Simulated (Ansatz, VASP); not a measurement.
**One calculation of AlP, two programs**

```
Al P
1.0
     0.00000    2.72601    2.72601
     2.72601    0.00000    2.72601
     2.72601    2.72601    0.00000
Al P
1 1
Direct
  0.00000 0.00000 0.00000
  0.75000 0.75000 0.75000
```

Alike in both runs: task single point; functional PBE; k mesh 8 × 8 × 8; occupations gaussian, width 0.02 eV; no spin polarisation.

|  | VASP | Ansatz |
| --- | --- | --- |
| version | VASP 6.6.1 | Ansatz 0.2.0 |
| potentials or method | VASP PAW PBE potentials, release 64 (Al, P), cutoff 500 eV | scalar-relativistic, plane waves, PAW |
| valence electrons in the cell | 8 | 8 |

Ansatz gave:

| Item | Value |
| --- | --- |
| gap on the k mesh at the Fermi level (eV) | 1.57 |
| least direct gap on the mesh (eV) | 3.35 |
| pressure (GPa) | 2.7 |

Question: What did VASP give for the same quantities?

Answer: gap on the k mesh at the Fermi level (eV): 1.57; least direct gap on the mesh (eV): 3.34; pressure (GPa): 2.6.
